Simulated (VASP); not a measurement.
# NbSi (Pm-3m) in VASP: settings compared

NbSi is run at these levels: r2SCANh, r2SCAN50; tasks: single point.

Program: VASP 6.6.1. These are calculated values, not measurements. Logs are shortened: lines on timing, memory, paths and dates and some standing lists are left out, and cuts for length are marked.

### 1 The cell of the first run

The structure is cubic, space group Pm-3m (No. 221). Conventional cell: a = 3.156 Å, b = 3.156 Å, c = 3.156 Å, α = 90.00°, β = 90.00°, γ = 90.00°. Within 3.6 Å of Nb (site symmetry m-3m) lie 8 Si at 2.73 Å and 6 Nb at 3.16 Å. Si (site symmetry m-3m) has 8 Nb at 2.73 Å and 6 Si at 3.16 Å within 3.6 Å.

### 2 Single point, r2SCANh

File POSCAR:

```
NbSi
1.0
    3.1564400000      0.0000000000      0.0000000000
    0.0000000000      3.1564400000      0.0000000000
    0.0000000000      0.0000000000      3.1564400000
Nb Si
1 1
Direct
    0.0000000000      0.0000000000      0.0000000000
    0.5000000000      0.5000000000      0.5000000000
```

File INCAR.step1:

```
SYSTEM = NbSi
PREC = Accurate ; ENCUT = 520
EDIFF = 1E-5 ; ISMEAR = -1
SIGMA = 0.05 ; LREAL = .False.
LASPH = .True. ; NELM = 60
ALGO = Normal ; ISIF = 2
LWAVE = .True. ; NBANDS = 16
GGA = PE
```

File INCAR.step2:

```
SYSTEM = NbSi
PREC = Accurate ; ENCUT = 520
EDIFF = 1E-6 ; ISMEAR = -1
SIGMA = 0.05 ; LREAL = .False.
LASPH = .True. ; NELM = 60
ALGO = Normal ; ISIF = 2
LWAVE = .False. ; LCHARG = .True.
METAGGA = R2SCAN ; LHFCALC = .True.
AEXX = 0.1 ; LMIXTAU = .True.
PRECFOCK = Normal ; LELF = .True.
LVHAR = .True. ; NBANDS = 16
ISTART = 1
```

File KPOINTS:

```
Automatic mesh
0
Gamma
  4 4 4
  0 0 0
```

Potentials or basis: VASP PAW PBE potentials, release 64 (Nb_sv, Si).

Started as:

```
$ cat potpaw_PBE.64/Nb_sv/POTCAR potpaw_PBE.64/Si/POTCAR > POTCAR
$ cp INCAR.step1 INCAR
$ mpirun -np 1 vasp_std > vasp.out
$ cp INCAR.step2 INCAR
$ mpirun -np 1 vasp_std > vasp.out
```

OUTCAR:

```text
SYSTEM = NbSi
   PREC = Accurate
   ENCUT = 520
   EDIFF = 1E-6
   ISMEAR = -1
   LREAL = .False.
   LASPH = .True.
   NELM = 60
   ISIF = 2
   METAGGA = R2SCAN
   LHFCALC = .True.
   AEXX = 0.1
   PRECFOCK = Normal
   ISTART = 1

 ion  position               nearest neighbor table
   1  0.000  0.000  0.000-   2 2.73   2 2.73   2 2.73   2 2.73   2 2.73   2 2.73   2 2.73   2 2.73

   2  0.500  0.500  0.500-   1 2.73   1 2.73   1 2.73   1 2.73   1 2.73   1 2.73   1 2.73   1 2.73

  LATTYP: Found a simple cubic cell.
 ALAT       =     3.1564400000

  Lattice vectors:

 A1 = (   3.1564400000,   0.0000000000,   0.0000000000)
 A2 = (   0.0000000000,   3.1564400000,   0.0000000000)
 A3 = (   0.0000000000,   0.0000000000,   3.1564400000)

Analysis of symmetry for initial positions (statically):
=====================================================================
 Subroutine PRICEL returns:
 Original cell was already a primitive cell.

 Routine SETGRP: Setting up the symmetry group for a
 simple cubic supercell.

 Subroutine GETGRP returns: Found 48 space group operations
 (whereof 48 operations were pure point group operations)
 out of a pool of 48 trial point group operations.

The static configuration has the point symmetry O_h .

Analysis of symmetry for dynamics (positions and initial velocities):
=====================================================================
 Subroutine PRICEL returns:
 Original cell was already a primitive cell.

 Routine SETGRP: Setting up the symmetry group for a
 simple cubic supercell.

 Subroutine GETGRP returns: Found 48 space group operations
 (whereof 48 operations were pure point group operations)
 out of a pool of 48 trial point group operations.

The dynamic configuration has the point symmetry O_h .

 Subroutine INISYM returns: Found 48 space group operations
 (whereof 48 operations are pure point group operations),
 and found     1 'primitive' translations

----------------------------------------------------------------------------------------

                                     Primitive cell

  volume of cell :      31.4480

  direct lattice vectors                    reciprocal lattice vectors
     3.156440000  0.000000000  0.000000000     0.316812612  0.000000000  0.000000000
     0.000000000  3.156440000  0.000000000     0.000000000  0.316812612  0.000000000
     0.000000000  0.000000000  3.156440000     0.000000000  0.000000000  0.316812612

  length of vectors
     3.156440000  3.156440000  3.156440000     0.316812612  0.316812612  0.316812612

  position of ions in fractional coordinates (direct lattice)
     0.000000000  0.000000000  0.000000000
     0.500000000  0.500000000  0.500000000

  ion indices of the primitive-cell ions
   primitive index   ion index
                 1           1
                 2           2

----------------------------------------------------------------------------------------

 KPOINTS: Automatic mesh

Automatic generation of k-mesh.
 Grid dimensions read from file:
 generate k-points for:    4    4    4

 Generating k-lattice:

  Cartesian coordinates                     Fractional coordinates (reciprocal lattice)
     0.079203153  0.000000000  0.000000000     0.250000000  0.000000000  0.000000000
     0.000000000  0.079203153  0.000000000     0.000000000  0.250000000  0.000000000
     0.000000000  0.000000000  0.079203153     0.000000000  0.000000000  0.250000000

  Length of vectors
     0.079203153  0.079203153  0.079203153

  Shift w.r.t. Gamma in fractional coordinates (k-lattice)
     0.000000000  0.000000000  0.000000000

 Subroutine IBZKPT returns following result:
 ===========================================

 Found     10 irreducible k-points:

 Following reciprocal coordinates:
            Coordinates               Weight
  0.000000  0.000000  0.000000      1.000000
  0.250000  0.000000  0.000000      6.000000
  0.500000  0.000000  0.000000      3.000000
  0.250000  0.250000  0.000000     12.000000
  0.500000  0.250000  0.000000     12.000000
  0.500000  0.500000  0.000000      3.000000
  0.250000  0.250000  0.250000      8.000000
  0.500000  0.250000  0.250000     12.000000
  0.500000  0.500000  0.250000      6.000000
  0.500000  0.500000  0.500000      1.000000
   k-points           NKPTS =     10   k-points in BZ     NKDIM =     64   number of bands    NBANDS=     16
   number of dos      NEDOS =    301   number of ions     NIONS =      2
   total plane-waves  NPLWV =  13824
   dimension x,y,z NGX =    24 NGY =   24 NGZ =   24
   dimension x,y,z NGXF=    48 NGYF=   48 NGZF=   48
   ions per type =               1   1
   NGX,Y,Z   is equivalent  to a cutoff of  12.64, 12.64, 12.64 a.u.
   NGXF,Y,Z  is equivalent  to a cutoff of  25.28, 25.28, 25.28 a.u.
 SYSTEM =  NbSi
   PREC   = accura    normal or accurate (medium, high low for compatibility)
   ISTART =      1    job   : 0-new  1-cont  2-samecut
   ICHARG =      0    charge: 1-file 2-atom 10-const
   ISPIN  =      1    spin polarized calculation?
   LNONCOLLINEAR =      F non collinear calculations
   LSORBIT =      F    spin-orbit coupling
   LASPH  =      T    aspherical Exc in radial PAW
   ENCUT  =  520.0 eV  38.22 Ry    6.18 a.u.   5.87  5.87  5.87*2*pi/ulx,y,z
   NELM   =     60;   NELMIN=  2; NELMDL=  0     # of ELM steps
   EDIFF  = 0.1E-05   stopping-criterion for ELM
   LREAL  =      F    real-space projection
   EDIFFG = 0.1E-04   stopping-criterion for IOM
   NSW    =      0    number of steps for IOM
   IBRION =     -1    ionic relax: 0-MD 1-quasi-New 2-CG
   NFREE  =      0    steps in history (QN), initial steepest desc. (CG)
   ISIF   =      2    stress and relaxation
   ISYM   =      3    0-nonsym 1-usesym 2-fastsym
   POTIM  = 0.5000    time-step for ionic-motion
   TEBEG  =    0.0;   TEEND  =   0.0 temperature during run
   PSTRESS=    0.0 pullay stress
   NELECT =      17.0000    total number of electrons
   NUPDOWN=      -1.0000    fix difference up-down
   EMIN   =  10.00;   EMAX   =-10.00  energy-range for DOS
   EFERMI =   0.00;   METHOD = LEGACY
   ISMEAR =    -1;   SIGMA  =   0.05  broadening in eV -4-tet -1-fermi 0-gaus
   EFERMI_NEDOS =   21; number of points for ismear=-14 and -15
   IALGO  =     38    algorithm
   IMIX   =      1    mixing-type and parameters
     AMIX     =   0.40;   BMIX     =  1.00
     AMIX_MAG =   1.60;   BMIX_MAG =  1.00
  volume/ion in A,a.u.               =      15.72       106.11
  Fermi-wavevector in a.u.,A,eV,Ry     =   1.333604  2.520146 24.197961  1.778500
  Thomas-Fermi vector in A             =   2.462450
   LORBIT       =      0    0 simple, 1 ext, 2 COOP (PROOUT), +10 PAW based schemes
   METAGGA = R2SCAN    functional components
   LHFCALC =     T    Hartree Fock is set to
   PRECFOCK=normal    Normal, Fast or Accurate (Low or Medium for compatibility)
   ENCUT4O =  -1.0   cutoff for four orbital integrals eV
   NKREDX  =     1    reduce k-point grid by
   NKREDY  =     1    reduce k-point grid by
   NKREDZ  =     1    reduce k-point grid by
   AEXX    =    0.1000 exact exchange contribution
   HFSCREEN=    0.0000 screening length (either q_TF or 0.3 A-1)
   HFSCREENC=   0.0000 screening length for correlation (either q_TF or 0.3 A-1)
   ENCUTFOCK=  -1.0 apply spherical cutoff to Coloumb kernel
   IVDW    =     0    specifies the selected vdW correction
   LEPSILON=     F    determine dielectric tensor
   LRPA    =     F    only Hartree local field effects (RPA)
 non-spin polarized calculation
  energy-cutoff  :      520.00
  volume of cell :       31.45
 maximum number of plane-waves:       856
 NGX is ok and might be reduce to    24
  NGX = 18; NGY = 18; NGZ = 18

 number of electron      17.0000003 magnetization

 Free energy of the ion-electron system (eV)
  ---------------------------------------------------
  ext. energy  EPLUGINS =         0.00000000
  ---------------------------------------------------
  free energy    TOTEN  =       -33.57392194 eV

  energy without entropy =      -33.55845156  energy(sigma->0) =      -33.56618675

 E-fermi :  11.2010     XC(G=0): -11.8630

 val. band max:       10.9411031017   @ k =   0.2500   0.0000   0.0000
 cond. band min:      11.2029593153   @ k =   0.2500   0.2500   0.0000
 fundamental gap:      0.2618562136
 Fermi energy:        11.2009940133

 k-point     1 :       0.0000    0.0000    0.0000
  band No.  band energies     occupation
      1     -46.8022      2.00000
      2     -21.5155      2.00000
      3     -21.5155      2.00000
      4     -21.5155      2.00000
      5      -1.2736      2.00000
      6       7.9440      2.00000
[... 8 lines left out ...]
     15      22.1305      0.00000
     16      22.1305      0.00000

 k-point     2 :       0.2500    0.0000    0.0000
  band No.  band energies     occupation
      1     -46.7813      2.00000
      2     -21.7711      2.00000
      3     -21.4905      2.00000
      4     -21.4905      2.00000
      5      -0.1362      2.00000
      6       6.8468      2.00000
[... 8 lines left out ...]
     15      22.1239      0.00000
     16      25.6255      0.00000

 k-point     3 :       0.5000    0.0000    0.0000
  band No.  band energies     occupation
      1     -46.7604      2.00000
      2     -22.0161      2.00000
      3     -21.4659      2.00000
      4     -21.4659      2.00000
      5       2.1374      2.00000
      6       3.9132      2.00000
[... 8 lines left out ...]
     15      21.1901      0.00000
     16      21.1935      0.00000

 k-point     4 :       0.2500    0.2500    0.0000
  band No.  band energies     occupation
      1     -46.7608      2.00000
      2     -21.7476      2.00000
      3     -21.7280      2.00000
      4     -21.4675      2.00000
      5       0.7705      2.00000
      6       7.0241      2.00000
[... 8 lines left out ...]
     15      23.1175      0.00000
     16      24.2597      0.00000
[... 58 lines left out ...]
 k-point     8 :       0.5000    0.2500    0.2500
  band No.  band energies     occupation
      1     -46.7204      2.00000
      2     -21.9370      2.00000
      3     -21.6832      2.00000
      4     -21.6667      2.00000
      5       2.6372      2.00000
      6       5.8471      2.00000
[... 8 lines left out ...]
     15      20.7378      0.00000
     16      22.9200      0.00000

 k-point     9 :       0.5000    0.5000    0.2500
  band No.  band energies     occupation
      1     -46.7006      2.00000
      2     -21.8979      2.00000
      3     -21.8979      2.00000
      4     -21.6453      2.00000
      5       3.1372      2.00000
      6       6.2484      2.00000
[... 8 lines left out ...]
     15      22.2668      0.00000
     16      22.2668      0.00000

 k-point    10 :       0.5000    0.5000    0.5000
  band No.  band energies     occupation
      1     -46.6811      2.00000
      2     -21.8612      2.00000
      3     -21.8612      2.00000
      4     -21.8612      2.00000
      5       5.3261      2.00000
      6       5.3261      2.00000
[... 8 lines left out ...]
     15      20.3217      0.00000
     16      20.3217      0.00000

------------------------ aborting loop because EDIFF is reached ----------------------------------------

  FORCE on cell =-STRESS in cart. coord.  units (eV):
  Direction    XX          YY          ZZ          XY          YZ          ZX
  --------------------------------------------------------------------------------------
  -------------------------------------------------------------------------------------
  Total       -0.1772226     -0.1772226     -0.1772226      0.0000000     -0.0000000     -0.0000000
  in kB       -9.0289469     -9.0289469     -9.0289469      0.0000000     -0.0000000     -0.0000000
  external PRESSURE =      -9.0289469 kB  Pullay stress =       0.0000000 kB

 VOLUME and BASIS-vectors are now :
 -----------------------------------------------------------------------------
  energy-cutoff  :      520.00
  volume of cell :       31.45
      direct lattice vectors                 reciprocal lattice vectors
     3.156440000  0.000000000  0.000000000     0.316812612  0.000000000  0.000000000
     0.000000000  3.156440000  0.000000000     0.000000000  0.316812612  0.000000000
     0.000000000  0.000000000  3.156440000     0.000000000  0.000000000  0.316812612

 POSITION                                       TOTAL-FORCE (eV/Angst)
 -----------------------------------------------------------------------------------
      0.00000      0.00000      0.00000         0.000000      0.000000      0.000000
      1.57822      1.57822      1.57822         0.000000      0.000000      0.000000
 -----------------------------------------------------------------------------------
    total drift:                                0.000002      0.000002      0.000002

  FREE ENERGIE OF THE ION-ELECTRON SYSTEM (eV)
  ---------------------------------------------------
  free  energy   TOTEN  =       -33.5739219405 eV

  energy  without entropy=      -33.5584515599  energy(sigma->0) =      -33.56618675
```

It took 4.9 min on 1 thread of Intel Xeon Platinum 8259CL at 2.50GHz (Skylake/Cascade Lake), shared host; peak memory 0.15 GiB.

Results:

```yaml
Free_energy: -33.5739 eV
Pressure: -0.9 GPa
Band_gap_on_the_k_mesh: zero (an odd number of electrons rules out a gap without spin polarisation)
```

Caveat: the k points lie up to 0.50 Å⁻¹ apart, too coarse for converged energies and pressures of a metal; the PAW data sets were made with another functional, which shifts forces and pressure a little.

### 3 Single point, r2SCAN50

POSCAR is that of step 2.

File INCAR.step1:

```
PREC     = Accurate       # precision mode
ENCUT    = 520            # plane-wave cutoff, eV
EDIFF    = 1E-5           # SCF threshold, eV
ISMEAR   = -1             # smearing method
SIGMA    = 0.05           # smearing width, eV
LREAL    = False          # projectors in reciprocal space
LASPH    = True           # aspherical terms in the spheres
NELM     = 100            # most SCF steps
ALGO     = Normal         # electronic algorithm
ISIF     = 2              # what is computed and relaxed
LWAVE    = True           # write WAVECAR
NBANDS   = 16             # bands
GGA      = PE             # functional
```

File INCAR.step2:

```
PREC     = Accurate       # precision mode
ENCUT    = 520            # plane-wave cutoff, eV
EDIFF    = 1E-6           # SCF threshold, eV
ISMEAR   = -1             # smearing method
SIGMA    = 0.05           # smearing width, eV
LREAL    = False          # projectors in reciprocal space
LASPH    = True           # aspherical terms in the spheres
NELM     = 100            # most SCF steps
ALGO     = Normal         # electronic algorithm
ISIF     = 2              # what is computed and relaxed
LWAVE    = False          # write WAVECAR
LCHARG   = True           # write CHGCAR
METAGGA  = R2SCAN         # meta-GGA
LHFCALC  = True           # exact exchange
AEXX     = 0.5            # exact-exchange fraction
LMIXTAU  = True         
PRECFOCK = Normal       
LELF     = True           # ELF
LVHAR    = True         
NBANDS   = 16             # bands
ISTART   = 1
```

File KPOINTS:

```
Automatic mesh
0
Gamma
  4 4 4
```

Potentials or basis: VASP PAW PBE potentials, release 64 (Nb_sv, Si).

Started as:

```
$ cat potpaw_PBE.64/Nb_sv/POTCAR potpaw_PBE.64/Si/POTCAR > POTCAR
$ cp INCAR.step1 INCAR
$ mpirun -np 1 vasp_std > vasp.out
$ cp INCAR.step2 INCAR
$ mpirun -np 1 vasp_std > vasp.out
```

Wall time 5.4 min (1 thread of Intel Xeon Platinum 8259CL at 2.50GHz (Skylake/Cascade Lake), shared host); peak memory 0.16 GiB.

It converged, with:

* Free energy: -33.3491 eV
* Pressure: -6.3 GPa
* Band gap on the k mesh: zero (an odd number of electrons rules out a gap without spin polarisation)

Levels at points of the mesh, in eV from the Fermi level:
```
           k point  band 5  band 6  band 7  band 8  band 9  band 10  band 11  band 12
(0.00, 0.00, 0.00)  -15.27   -4.74   -4.74    3.59    3.59     3.59     4.00     4.00
(0.50, 0.00, 0.00)  -11.31   -9.41   -3.39   -2.29   -2.29     4.90     6.27     6.92
(0.50, 0.50, 0.00)  -11.27   -5.04   -5.04   -4.16    1.64     1.64     6.17     6.53
(0.50, 0.50, 0.50)   -7.55   -7.55   -7.55   -5.76    5.08     5.08     5.08     6.19
```

Caveat: the k points lie up to 0.50 Å⁻¹ apart, too coarse for converged energies and pressures of a metal; the PAW data sets were made with another functional, which shifts forces and pressure a little.
